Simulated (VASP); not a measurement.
# Rb: single point with PBE

The system is Rb.

```
Rb
1.0
    -2.84809    2.84809    2.80600
     2.84809   -2.84809    2.80600
     2.84809    2.84809   -2.80600
Rb
1
Direct
  0.00000 0.00000 0.00000
```

This cell differs from its parent crystal: strain +0.015 along x and y, +0.000 along z.

- Program: VASP 6.6.1
- Task: single point
- Functional: PBE
- Potentials or basis: VASP PAW PBE potentials, release 64 (Rb_sv)
- Cutoff: 520 eV
- k mesh: 12 × 12 × 12
- Occupations: gaussian, width 0.15 eV
- Spin: no spin polarisation

```
Pressure : 0.0 GPa
```

Levels at points of the mesh, in eV from the Fermi level:
```tsv
k point	band 3	band 4	band 5	band 6	band 7	band 8
(0.00, 0.00, 0.00)	-12.94	-12.94	-1.97	3.63	3.71	3.71
(0.50, 0.00, 0.00)	-12.97	-12.94	0.25	0.80	2.56	4.27
(0.50, 0.50, 0.00)	-12.97	-12.94	0.23	0.76	2.64	4.22
(0.50, 0.50, 0.50)	-13.01	-13.01	1.24	1.28	3.21	3.21
```

Wall time 2 min on 1 thread of Intel(R) Xeon(R) 6975P-C (Granite Rapids), on a shared host, peak memory 0.32 GiB.

Caveat: the cell differs from its parent crystal (strain +0.015 along x and y, +0.000 along z).
